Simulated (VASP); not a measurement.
# Hf2C (P-6m2) in VASP: notebook, part 2 of 2

VASP 6.6.1. The steps go on from the part before.

## (3) Relaxation of cell and atoms, PBE

This run uses another cell than the first one, of 16.81 Å³/atom, 0.996 times its volume.

File INCAR:

```
  ALGO = Normal
  EDIFF = 1E-6
  EDIFFG = -0.01
  ENCUT = 600
  GGA = PE
  IBRION = 2
  ISIF = 3
  ISMEAR = 0
  LASPH = True
  LCHARG = False
  LREAL = False
  LWAVE = False
  NELM = 80
  NSW = 100
  PREC = Accurate
  SIGMA = 0.1
```

File KPOINTS:

```
k-points
0
Gamma
  18 18 8
```

File POSCAR:

```
Hf2C
1.0
    3.2091423365      0.0000000000      0.0000000000
   -1.6045711683      2.7791987878      0.0000000000
    0.0000000000      0.0000000000      5.6536489951
Hf C
2 1
Direct
    0.0000000000      0.0000000000      0.7548179717
    0.0000000000      0.0000000000      0.2451820283
    0.3333333333      0.6666666667      0.0000000000
```

Potentials or basis: VASP PAW PBE potentials, release 64 (Hf_pv, C).

Command:

```sh
> cat potpaw_PBE.64/Hf_pv/POTCAR potpaw_PBE.64/C/POTCAR > POTCAR
> mpirun -np 1 vasp_std > vasp.out
```

OUTCAR:

```text
EDIFF = 1E-6
   EDIFFG = -0.01
   ENCUT = 600
   GGA = PE
   IBRION = 2
   ISIF = 3
   ISMEAR = 0
   LASPH = True
   LREAL = False
   NELM = 80
   NSW = 100
   PREC = Accurate

 ion  position               nearest neighbor table
   1  0.000  0.000  0.755-   3 2.31   3 2.31   3 2.31   2 2.77   2 2.88
   2  0.000  0.000  0.245-   3 2.31   3 2.31   3 2.31   1 2.77   1 2.88
   3  0.333  0.667  0.000-   1 2.31   2 2.31   1 2.31   2 2.31   1 2.31   2 2.31

  LATTYP: Found a hexagonal cell.
 ALAT       =     3.2091423365
 C/A-ratio  =     1.7617320774

  Lattice vectors:

 A1 = (   3.2091423365,   0.0000000000,   0.0000000000)
 A2 = (  -1.6045711683,   2.7791987878,   0.0000000000)
 A3 = (   0.0000000000,   0.0000000000,   5.6536489951)

Analysis of symmetry for initial positions (statically):
=====================================================================
 Subroutine PRICEL returns:
 Original cell was already a primitive cell.

 Routine SETGRP: Setting up the symmetry group for a
 hexagonal supercell.

 Subroutine GETGRP returns: Found 12 space group operations
 (whereof 12 operations were pure point group operations)
 out of a pool of 24 trial point group operations.

The static configuration has the point symmetry D_3h.

Analysis of symmetry for dynamics (positions and initial velocities):
=====================================================================
 Subroutine PRICEL returns:
 Original cell was already a primitive cell.

 Routine SETGRP: Setting up the symmetry group for a
 hexagonal supercell.

 Subroutine GETGRP returns: Found 12 space group operations
 (whereof 12 operations were pure point group operations)
 out of a pool of 24 trial point group operations.

The dynamic configuration has the point symmetry D_3h.

 Subroutine INISYM returns: Found 12 space group operations
 (whereof 12 operations are pure point group operations),
[... 127 lines left out ...]
   LEPSILON=     F    determine dielectric tensor
   LRPA    =     F    only Hartree local field effects (RPA)
 conjugate gradient relaxation of ions
 non-spin polarized calculation
 Gauss-broadening in eV      SIGMA  =   0.10
  energy-cutoff  :      600.00
  volume of cell :       50.42
 maximum number of plane-waves:      1708
 NGX is ok and might be reduce to    28
   NGX = 13   NGY = 13   NGZ = 23

--------------------------------------- Ionic step        1  -------------------------------------------

 number of electron      24.0000001 magnetization

 Free energy of the ion-electron system (eV)
  ---------------------------------------------------
  ext. energy  EPLUGINS =         0.00000000
  ---------------------------------------------------
  free energy    TOTEN  =       -29.29331287 eV

  energy without entropy =      -29.28513595  energy(sigma->0) =      -29.28922441

------------------------ aborting loop because EDIFF is reached ----------------------------------------

  FORCE on cell =-STRESS in cart. coord.  units (eV):
  Direction    XX          YY          ZZ          XY          YZ          ZX
  --------------------------------------------------------------------------------------
  -------------------------------------------------------------------------------------
  Total       -0.3101737     -0.3101737      0.1476139      0.0000000      0.0000000      0.0000000
  in kB       -9.8554874     -9.8554874      4.6902977      0.0000000      0.0000000      0.0000000
  external PRESSURE =      -5.0068924 kB  Pullay stress =       0.0000000 kB
[... 172 lines left out ...]
--------------------------------------- Ionic step        6  -------------------------------------------

 number of electron      24.0000000 magnetization

 Free energy of the ion-electron system (eV)
  ---------------------------------------------------
  ext. energy  EPLUGINS =         0.00000000
  ---------------------------------------------------
  free energy    TOTEN  =       -29.29587844 eV

  energy without entropy =      -29.28788384  energy(sigma->0) =      -29.29188114

 E-fermi :   5.2022     XC(G=0): -11.4377

 val. band max:        5.1952124179   @ k =   0.2222   0.2222   0.5000
 cond. band min:       5.2113339949   @ k =   0.2778   0.1667   0.5000
 fundamental gap:      0.0161215770
 Fermi energy:         5.2021659038

 k-point     1 :       0.0000    0.0000    0.0000
  band No.  band energies     occupation
      1     -25.8543      2.00000
      2     -25.0596      2.00000
      3     -25.0596      2.00000
      4     -24.9345      2.00000
      5     -24.9345      2.00000
      6     -24.6403      2.00000
[... 433 lines left out ...]
      3     -25.4598      2.00000
      4     -25.2467      2.00000
      5     -25.1028      2.00000
      6     -24.5718      2.00000
[... 8 lines left out ...]
     15       8.5975      0.00000
     16       9.4955      0.00000

 [... further k-points ...]

------------------------ aborting loop because EDIFF is reached ----------------------------------------

  FORCE on cell =-STRESS in cart. coord.  units (eV):
  Direction    XX          YY          ZZ          XY          YZ          ZX
  --------------------------------------------------------------------------------------
  -------------------------------------------------------------------------------------
  Total       -0.0042023     -0.0042023      0.0103941      0.0000000      0.0000000      0.0000000
  in kB       -0.1335091     -0.1335091      0.3302281      0.0000000      0.0000000      0.0000000
  external PRESSURE =       0.0210700 kB  Pullay stress =       0.0000000 kB
[... 18 lines left out ...]
  FREE ENERGIE OF THE ION-ELECTRON SYSTEM (eV)
  ---------------------------------------------------
  free  energy   TOTEN  =       -29.2958784411 eV

  energy  without entropy=      -29.2878838412  energy(sigma->0) =      -29.29188114

 reached required accuracy - stopping structural energy minimisation
```

CONTCAR:

```text
Hf2C
   1.00000000000000
     3.2016022227673462    0.0000000000001362    0.0000000000000000
    -1.6008011114334377    2.7726688577598120    0.0000000000000000
    -0.0000000000000000   -0.0000000000000000    5.6809027710194515
  Hf              C
     2     1
Direct
     0.0000000000000000    0.0000000000000000    0.7562585314797320
     0.0000000000000000    0.0000000000000000    0.2437414685202680
     0.3333333332999970    0.6666666667000030    1.0000000000000000

  0.00000000E+00  0.00000000E+00  0.00000000E+00
  0.00000000E+00  0.00000000E+00  0.00000000E+00
  0.00000000E+00  0.00000000E+00  0.00000000E+00
```

It took 4.6 min on 1 thread of AMD EPYC 9R45 (Zen 5), shared host; peak memory 0.31 GiB.

Results:

```
Free energy                            : -29.2959 eV
Relaxed volume                         : 16.81 Å³/atom
Relaxed cell                           : a = 3.202 Å, b = 3.202 Å, c = 5.681 Å, α = 90.00°, β = 90.00°, γ = 120.00°
Space group after relaxing (to 0.05 Å) : P-6m2 (No. 187)
Energy gained by relaxing              : 0.9 meV/atom
Ionic steps                            : 6
Pressure after relaxing                : 0.0 GPa
Largest force after relaxing           : 0.007 eV/Å
Band gap on the k mesh                 : zero (band 12 reaches 5.39 eV, above the bottom of band 13 at 5.08 eV)
```

Forces on the atoms (eV/Å):
```
Hf   0.000  0.000 -0.007
Hf   0.000  0.000  0.007
C    0.000  0.000  0.000
```

Step by step:
| step | energy change (eV) | largest force (eV/Å) | pressure (GPa) | volume (Å³) |
| --- | --- | --- | --- | --- |
| 1 | 0.0000 | 0.1853 | -0.50 | 50.42 |
| 2 | -0.0009 | 0.1286 | 1.27 | 50.04 |
| 3 | -0.0020 | 0.0029 | 0.52 | 50.20 |
| 4 | -0.0023 | 0.0444 | -0.17 | 50.46 |
| 5 | -0.0025 | 0.0287 | 0.06 | 50.37 |
| 6 | -0.0026 | 0.0072 | 0.00 | 50.43 |

Final structure:
```cif
data_structure
_symmetry_space_group_name_H-M 'P 1'
_symmetry_Int_Tables_number 1
_cell_length_a 3.2016
_cell_length_b 3.2016
_cell_length_c 5.6809
_cell_angle_alpha 90.000
_cell_angle_beta 90.000
_cell_angle_gamma 120.000
_cell_volume 50.43
loop_
_atom_site_label
_atom_site_type_symbol
_atom_site_fract_x
_atom_site_fract_y
_atom_site_fract_z
_atom_site_occupancy
Hf1 Hf 0.00000 0.00000 0.75626 1
Hf2 Hf 0.00000 0.00000 0.24374 1
C1 C 0.33333 0.66667 0.00000 1
```

Caveat: spin-orbit coupling is left out, which moves the levels of the heavy elements.
